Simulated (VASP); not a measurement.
# Au (I4/mmm) in VASP: notebook

The runs below take Au through relaxation of shape and atoms at fixed volume, with PBE.

Everything below comes from runs of VASP 6.6.1. Logs are shortened: lines on timing, memory, paths and dates and some standing lists are left out, and cuts for length are marked.

## 1. The cell of the first run

The structure is tetragonal, space group I4/mmm (No. 139). Conventional cell: a = 3.064 Å, b = 3.064 Å, c = 4.211 Å, α = 90.00°, β = 90.00°, γ = 90.00°. Au (site symmetry 4/mmm) has 12 Au at 3.02 to 3.06 Å within 4.0 Å.

## 2. Relaxation of shape and atoms at fixed volume, PBE (volume scaled by 1.10)

The input, INCAR:

```
PREC = Accurate
ENCUT = 600
EDIFF = 1E-7
ISMEAR = 0
SIGMA = 0.1
LREAL = False
LASPH = True
NELM = 60
ALGO = Fast
ISIF = 4
LWAVE = False
LCHARG = False
GGA = PE
IBRION = 2
NSW = 50
EDIFFG = -0.01
```

The input, KPOINTS:

```
Automatic mesh
0
Gamma
  14 14 10
```

The input, POSCAR:

```
Au
1.0
    3.0388482354     -0.0189059843      0.3903121423
   -0.0329202191      3.0368850743      0.4044068585
   -0.5351022733     -0.5569917987      4.1391592670
Au
2
Direct
    0.2500000000      0.2500000000      0.7500000000
    0.7500000000      0.7500000000      0.2500000000
```

Potentials or basis: VASP PAW PBE potentials, release 64 (Au).

Launch:

```sh
> cat potpaw_PBE.64/Au/POTCAR > POTCAR
> mpirun -np 1 vasp_std > vasp.out
```

OUTCAR:

```text
PREC = Accurate
   ENCUT = 600
   EDIFF = 1E-7
   ISMEAR = 0
   LREAL = False
   LASPH = True
   NELM = 60
   ISIF = 4
   GGA = PE
   IBRION = 2
   NSW = 50
   EDIFFG = -0.01

 ion  position               nearest neighbor table
   1  0.250  0.250  0.750-   2 3.02   2 3.02   2 3.02   2 3.02   2 3.02   2 3.02   2 3.02   2 3.02

   2  0.750  0.750  0.250-   1 3.02   1 3.02   1 3.02   1 3.02   1 3.02   1 3.02   1 3.02   1 3.02

  LATTYP: Found a base centered orthorhombic cell.
 ALAT       =     4.3328765379
 B/A-ratio  =     1.0000415523
 C/A-ratio  =     0.9717810449

  Lattice vectors:

 A1 = (   0.0329202191,  -3.0368850743,  -0.4044068585)
 A2 = (   3.0388482354,  -0.0189059843,   0.3903121423)
 A3 = (  -0.5351022733,  -0.5569917987,   4.1391592670)

Analysis of symmetry for initial positions (statically):
=====================================================================
 Subroutine PRICEL returns following result:

  LATTYP: Found a face centered orthorhombic cell.
 ALAT       =     4.2106072893
 B/A-ratio  =     1.0290383881
 C/A-ratio  =     1.0290811471

  Lattice vectors:

 A1 = (   3.0388482354,  -0.0189059843,   0.3903121423)
 A2 = (   1.2354128715,   1.2304936456,   2.4669391339)
 A3 = (   1.2683330906,  -1.8063914287,   2.0625322754)

   2 primitive cells build up your supercell.

 Routine SETGRP: Setting up the symmetry group for a
 base centered orthorhombic supercell.

 Subroutine GETGRP returns: Found  8 space group operations
 (whereof  4 operations were pure point group operations)
 out of a pool of  8 trial point group operations.

The static configuration has the point symmetry C_2h.
 The point group associated with its full space group is D_2h.

Analysis of symmetry for dynamics (positions and initial velocities):
=====================================================================
 Subroutine PRICEL returns following result:

  LATTYP: Found a face centered orthorhombic cell.
 ALAT       =     4.2106072893
 B/A-ratio  =     1.0290383881
 C/A-ratio  =     1.0290811471

  Lattice vectors:

 A1 = (   3.0388482354,  -0.0189059843,   0.3903121423)
 A2 = (   1.2354128715,   1.2304936456,   2.4669391339)
 A3 = (   1.2683330906,  -1.8063914287,   2.0625322754)

   2 primitive cells build up your supercell.

 Routine SETGRP: Setting up the symmetry group for a
 base centered orthorhombic supercell.

 Subroutine GETGRP returns: Found  8 space group operations
 (whereof  4 operations were pure point group operations)
 out of a pool of  8 trial point group operations.

The dynamic configuration has the point symmetry C_2h.
 The point group associated with its full space group is D_2h.

 Subroutine INISYM returns: Found  8 space group operations
 (whereof  4 operations are pure point group operations),
 and found     2 'primitive' translations

----------------------------------------------------------------------------------------

                                     Primitive cell

  volume of cell :      19.7631

  direct lattice vectors                    reciprocal lattice vectors
     3.038848235 -0.018905984  0.390312142     0.353901204  0.029389172 -0.191888517
     1.235412871  1.230493646  2.466939134    -0.033702292  0.292093451  0.276543957
     1.268333091 -1.806391429  2.062532275    -0.026661612 -0.354926671  0.190386988

  length of vectors
     3.063870037  3.020951550  3.020886990     0.403647109  0.403647109  0.403647109

  position of ions in fractional coordinates (direct lattice)
     0.500000000  1.000000000  0.500000000

  ion indices of the primitive-cell ions
   primitive index   ion index
                 1           1

----------------------------------------------------------------------------------------

 KPOINTS: Automatic mesh

Automatic generation of k-mesh.
 Grid dimensions read from file:
 generate k-points for:   14   14   10

 Generating k-lattice:

  Cartesian coordinates                     Fractional coordinates (reciprocal lattice)
     0.023122804 -0.000144817  0.002969783     0.071428571 -0.000000000 -0.000000000
    -0.000251453  0.023107861  0.003077035     0.000000000  0.071428571  0.000000000
    -0.003018195 -0.003141661  0.023346547     0.000000000  0.000000000  0.100000000

  Length of vectors
     0.023313186  0.023313186  0.023749543

  Shift w.r.t. Gamma in fractional coordinates (k-lattice)
     0.000000000  0.000000000  0.000000000

 Subroutine IBZKPT returns following result:
 ===========================================

 Found    342 irreducible k-points:

 Following reciprocal coordinates:
            Coordinates               Weight
  0.000000  0.000000  0.000000      1.000000
  0.071429 -0.000000  0.000000      4.000000
  0.142857  0.000000  0.000000      4.000000
  0.214286 -0.000000  0.000000      4.000000
  0.285714  0.000000  0.000000      4.000000
  0.357143  0.000000  0.000000      4.000000
[... 16 lines left out ...]
  0.214286  0.142857  0.000000      4.000000
  0.285714  0.142857  0.000000      4.000000
 [... further k-points ...]
   k-points           NKPTS =    342   k-points in BZ     NKDIM =    342   number of bands    NBANDS=     15
   number of dos      NEDOS =    301   number of ions     NIONS =      2
   total plane-waves  NPLWV =  20736
   dimension x,y,z NGX =    24 NGY =   24 NGZ =   36
   dimension x,y,z NGXF=    48 NGYF=   48 NGZF=   72
   ions per type =               2
   NGX,Y,Z   is equivalent  to a cutoff of  13.02, 13.02, 14.21 a.u.
   NGXF,Y,Z  is equivalent  to a cutoff of  26.04, 26.04, 28.43 a.u.
 SYSTEM =  unknown system
   PREC   = accura    normal or accurate (medium, high low for compatibility)
   ISTART =      0    job   : 0-new  1-cont  2-samecut
   ICHARG =      2    charge: 1-file 2-atom 10-const
   ISPIN  =      1    spin polarized calculation?
   LNONCOLLINEAR =      F non collinear calculations
   LSORBIT =      F    spin-orbit coupling
   LASPH  =      T    aspherical Exc in radial PAW
   ENCUT  =  600.0 eV  44.10 Ry    6.64 a.u.   6.12  6.12  8.41*2*pi/ulx,y,z
   NELM   =     60;   NELMIN=  2; NELMDL= -5     # of ELM steps
   EDIFF  = 0.1E-06   stopping-criterion for ELM
   LREAL  =      F    real-space projection
   EDIFFG = -.1E-01   stopping-criterion for IOM
   NSW    =     50    number of steps for IOM
   IBRION =      2    ionic relax: 0-MD 1-quasi-New 2-CG
   NFREE  =      1    steps in history (QN), initial steepest desc. (CG)
   ISIF   =      4    stress and relaxation
   ISYM   =      2    0-nonsym 1-usesym 2-fastsym
   POTIM  = 0.5000    time-step for ionic-motion
   TEBEG  =    0.0;   TEEND  =   0.0 temperature during run
   PSTRESS=    0.0 pullay stress
   NELECT =      22.0000    total number of electrons
   NUPDOWN=      -1.0000    fix difference up-down
   EMIN   =  10.00;   EMAX   =-10.00  energy-range for DOS
   EFERMI =   0.00;   METHOD = LEGACY
   ISMEAR =     0;   SIGMA  =   0.10  broadening in eV -4-tet -1-fermi 0-gaus
   EFERMI_NEDOS =   21; number of points for ismear=-14 and -15
   IALGO  =     68    algorithm
   IMIX   =      4    mixing-type and parameters
     AMIX     =   0.40;   BMIX     =  1.00
     AMIX_MAG =   1.60;   BMIX_MAG =  1.00
  volume/ion in A,a.u.               =      19.76       133.37
  Fermi-wavevector in a.u.,A,eV,Ry     =   1.346647  2.544795 24.673613  1.813459
  Thomas-Fermi vector in A             =   2.474462
   LORBIT       =      0    0 simple, 1 ext, 2 COOP (PROOUT), +10 PAW based schemes
   GGA     = PE    functional components
   LHFCALC =     F    Hartree Fock is set to
   AEXX    =    0.0000 exact exchange contribution
   IVDW    =     0    specifies the selected vdW correction
   LEPSILON=     F    determine dielectric tensor
   LRPA    =     F    only Hartree local field effects (RPA)
 conjugate gradient relaxation of ions
 non-spin polarized calculation
 RMM-DIIS sequential band-by-band and
 Gauss-broadening in eV      SIGMA  =   0.10
  energy-cutoff  :      600.00
  volume of cell :       39.53
 maximum number of plane-waves:      1344
   NGX = 13   NGY = 13   NGZ = 17

 number of electron      21.9999997 magnetization

 Free energy of the ion-electron system (eV)
  ---------------------------------------------------
  ext. energy  EPLUGINS =         0.00000000
  ---------------------------------------------------
  free energy    TOTEN  =        -6.31611686 eV

  energy without entropy =       -6.31330829  energy(sigma->0) =       -6.31471257

 E-fermi :   7.2079     XC(G=0): -11.8447

 val. band max:        7.2053778017   @ k =   0.3571  -0.0000   0.4000
 cond. band min:       7.2329419331   @ k =   0.0714   0.0714   0.2000
 fundamental gap:      0.0275641314
 Fermi energy:         7.2078586983

 k-point     1 :       0.0000    0.0000    0.0000
  band No.  band energies     occupation
      1      -1.1953      2.00000
      2       1.4082      2.00000
      3       1.6320      2.00000
      4       3.1572      2.00000
      5       3.1575      2.00000
      6       3.3577      2.00000
      7       4.2772      2.00000
      8       4.4848      2.00000
      9       5.2670      2.00000
     10       5.5626      2.00000
     11       5.5629      2.00000
     12       8.9121      0.00000
     13      12.2506      0.00000
     14      16.4577      0.00000
     15      16.4577      0.00000

 k-point     2 :       0.0714   -0.0000    0.0000
  band No.  band energies     occupation
      1      -1.0931      2.00000
      2       1.4678      2.00000
      3       1.6855      2.00000
      4       3.1287      2.00000
      5       3.1867      2.00000
      6       3.3954      2.00000
      7       4.2493      2.00000
      8       4.4848      2.00000
      9       5.1990      2.00000
     10       5.3353      2.00000
     11       5.5325      2.00000
     12       9.2477      0.00000
     13      12.1387      0.00000
     14      16.0042      0.00000
     15      16.6488      0.00000

 k-point     3 :       0.1429    0.0000    0.0000
  band No.  band energies     occupation
      1      -0.7929      2.00000
      2       1.6111      2.00000
      3       1.8650      2.00000
      4       3.0516      2.00000
      5       3.2736      2.00000
      6       3.4902      2.00000
      7       4.1734      2.00000
      8       4.5015      2.00000
      9       4.8337      2.00000
     10       5.0144      2.00000
     11       5.4432      2.00000
     12      10.0725      0.00000
     13      11.7579      0.00000
     14      15.0871      0.00000
     15      17.2011      0.00000

 k-point     4 :       0.2143   -0.0000    0.0000
  band No.  band energies     occupation
      1      -0.3150      2.00000
      2       1.7870      2.00000
      3       2.1699      2.00000
      4       2.9491      2.00000
      5       3.4141      2.00000
      6       3.5793      2.00000
      7       4.0707      2.00000
      8       4.2838      2.00000
      9       4.5942      2.00000
     10       4.7595      2.00000
     11       5.2990      2.00000
     12      11.0135      0.00000
     13      11.1577      0.00000
     14      14.3175      0.00000
     15      18.0627      0.00000
[... 307 lines left out ...]
 k-point    22 :       0.1429    0.1429    0.0000
  band No.  band energies     occupation
      1      -0.4013      2.00000
      2       1.8549      2.00000
      3       2.0425      2.00000
      4       2.8305      2.00000
      5       3.5119      2.00000
      6       3.6632      2.00000
      7       3.9840      2.00000
      8       4.1930      2.00000
      9       4.5868      2.00000
     10       4.7634      2.00000
     11       5.5743      2.00000
     12      10.8750      0.00000
     13      11.6388      0.00000
     14      15.0286      0.00000
     15      15.9926      0.00000

 k-point    23 :       0.2143    0.1429    0.0000
  band No.  band energies     occupation
      1       0.0565      2.00000
      2       2.0417      2.00000
      3       2.3061      2.00000
      4       2.6855      2.00000
      5       3.7005      2.00000
      6       3.7214      2.00000
      7       3.7315      2.00000
      8       3.9571      2.00000
      9       4.5371      2.00000
     10       4.6699      2.00000
     11       5.5286      2.00000
     12      11.2466      0.00000
     13      11.7492      0.00000
     14      14.1930      0.00000
     15      16.3410      0.00000

 k-point    24 :       0.2857    0.1429    0.0000
  band No.  band energies     occupation
      1       0.6324      2.00000
      2       2.2358      2.00000
      3       2.5609      2.00000
      4       2.5825      2.00000
      5       3.3074      2.00000
      6       3.5556      2.00000
      7       3.9194      2.00000
      8       4.1546      2.00000
      9       4.3586      2.00000
     10       4.8486      2.00000
     11       5.3960      2.00000
     12      10.3698      0.00000
     13      12.8216      0.00000
     14      13.7159      0.00000
     15      17.0638      0.00000

 [... further k-points ...]
[... 5 lines left out ...]
  --------------------------------------------------------------------------------------
  -------------------------------------------------------------------------------------
  Total       -2.4762212     -2.4762466     -2.4934138     -0.0004065      0.0023390      0.0022462
  in kB     -100.3724701   -100.3734970   -101.0693622     -0.0164754      0.0948109      0.0910468
  external PRESSURE =    -100.6051098 kB  Pullay stress =       0.0000000 kB

 VOLUME and BASIS-vectors are now :
 -----------------------------------------------------------------------------
  energy-cutoff  :      600.00
  volume of cell :       39.53
      direct lattice vectors                 reciprocal lattice vectors
     3.038848235 -0.018905984  0.390312142     0.323719252 -0.002027438  0.041576956
    -0.032920219  3.036885074  0.404406859    -0.003520340  0.323510061  0.043078485
    -0.535102273 -0.556991799  4.139159267    -0.030181952 -0.031416610  0.233465473

 POSITION                                       TOTAL-FORCE (eV/Angst)
 -----------------------------------------------------------------------------------
      0.35016      0.33675      3.30305         0.000000      0.000000      0.000000
      2.12067      2.12424      1.63083        -0.000000     -0.000000     -0.000000
 -----------------------------------------------------------------------------------
    total drift:                                0.000000     -0.000000      0.000000

  FREE ENERGIE OF THE ION-ELECTRON SYSTEM (eV)
  ---------------------------------------------------
  free  energy   TOTEN  =        -6.3161168582 eV

  energy  without entropy=       -6.3133082873  energy(sigma->0) =       -6.31471257

 reached required accuracy - stopping structural energy minimisation
```

Wall time 2.1 min (1 thread of Intel Xeon Platinum 8488C (Sapphire Rapids), shared host); peak memory 0.32 GiB.

What came out:

```yaml
Free_energy: -6.3161 eV
Pressure_after_relaxing: -10.1 GPa
Band_gap_on_the_k_mesh: zero (band 11 reaches 11.01 eV, above the bottom of band 12 at 4.75 eV)
```

Final structure:
```cif
data_structure
_symmetry_space_group_name_H-M 'P 1'
_symmetry_Int_Tables_number 1
_cell_length_a 3.0639
_cell_length_b 3.0639
_cell_length_c 4.2106
_cell_angle_alpha 90.000
_cell_angle_beta 90.000
_cell_angle_gamma 89.998
_cell_volume 39.53
loop_
_atom_site_label
_atom_site_type_symbol
_atom_site_fract_x
_atom_site_fract_y
_atom_site_fract_z
_atom_site_occupancy
Au1 Au 0.25000 0.25000 0.75000 1
Au2 Au 0.75000 0.75000 0.25000 1
```

Levels at points of the mesh, in eV from the Fermi level:
```
           k point  band 9  band 10  band 11  band 12  band 13  band 14
(0.00, 0.00, 0.00)   -1.94    -1.65    -1.64     1.70     5.04     9.25
(0.50, 0.00, 0.00)   -2.86    -2.86    -0.55    -0.55     8.07     8.07
(0.50, 0.50, 0.00)   -1.59    -1.59     1.27     1.27     4.47     4.47
(0.00, 0.00, 0.50)   -3.07    -3.07    -2.46    -2.46    13.49    13.49
(0.50, 0.00, 0.50)   -1.85    -1.85    -0.31    -0.31     2.34     2.34
(0.50, 0.50, 0.50)   -1.73    -1.73     3.73     3.73     5.89     5.89
```

Caveat: the relaxation stopped at its first step, so nothing moved; spin-orbit coupling is left out, which moves the levels of the heavy elements.

## 3. Relaxation of shape and atoms at fixed volume, PBE (volume scaled by 0.88)

The input, INCAR:

```
SYSTEM = Au
  PREC = Accurate
  ENCUT = 600
  EDIFF = 1E-6
  ISMEAR = 0
  SIGMA = 0.1
  LREAL = .False.
  LASPH = .True.
  NELM = 100
  ALGO = Fast
  ISIF = 4
  LWAVE = .False.
  LCHARG = .False.
  GGA = PE
  IBRION = 2
  NSW = 50
  EDIFFG = -0.01
```

The input, KPOINTS:

```
Automatic mesh
0
Gamma
  14 14 10
  0 0 0
```

The input, POSCAR:

```
Au
1.0
    2.8210168073     -0.0175507611      0.3623336962
   -0.0305604242      2.8191943699      0.3754180717
   -0.4967449473     -0.5170653827      3.8424550868
Au
2
Direct
    0.2500000000      0.2500000000      0.7500000000
    0.7500000000      0.7500000000      0.2500000000
```

Potentials or basis: VASP PAW PBE potentials, release 64 (Au).

Launch:

```sh
> cat potpaw_PBE.64/Au/POTCAR > POTCAR
> mpirun -np 1 vasp_std > vasp.out
```

It took 3.9 min on 1 thread of Oxide Virtual Turin-like, shared host; peak memory 0.26 GiB.

Results (log left out):

| Property | Result |
| --- | --- |
| Free energy | -6.1451 eV |
| Energy gained by relaxing | 0.0 meV/atom |
| Ionic steps | 3 |
| Pressure after relaxing | 25.8 GPa |
| Band gap on the k mesh | zero (band 11 reaches 15.79 eV, above the bottom of band 12 at 7.94 eV) |

Final structure:
```
Au
1.0
     2.81716   -0.01761    0.36183
    -0.03060    2.81534    0.37489
    -0.49811   -0.51848    3.85298
Au
2
Cartesian
  0.3231 0.3106 3.0739
  1.9654 1.9687 1.5158
```

Levels at points of the mesh, in eV from the Fermi level:
| k point | band 8 | band 9 | band 10 | band 11 | band 12 | band 13 | band 14 | band 15 |
| --- | --- | --- | --- | --- | --- | --- | --- | --- |
| (0.00, 0.00, 0.00) | -3.32 | -2.14 | -1.70 | -1.70 | 1.05 | 6.77 | 9.87 | 9.87 |
| (0.50, 0.00, 0.00) | -4.19 | -3.53 | -3.53 | -0.40 | -0.40 | 9.25 | 9.25 | 11.00 |
| (0.50, 0.50, 0.00) | -1.81 | -1.63 | -1.63 | 0.60 | 0.60 | 6.16 | 6.16 | 10.27 |
| (0.00, 0.00, 0.50) | -3.86 | -3.86 | -3.86 | -2.90 | -2.90 | 15.26 | 15.26 | 15.26 |
| (0.50, 0.00, 0.50) | -2.14 | -2.02 | -2.02 | -1.37 | -1.37 | 3.45 | 3.45 | 13.78 |
| (0.50, 0.50, 0.50) | -3.62 | -1.81 | -1.81 | 4.86 | 4.86 | 6.56 | 6.56 | 6.56 |

Caveat: spin-orbit coupling is left out, which moves the levels of the heavy elements.

(Continued in part 2 of 2.)
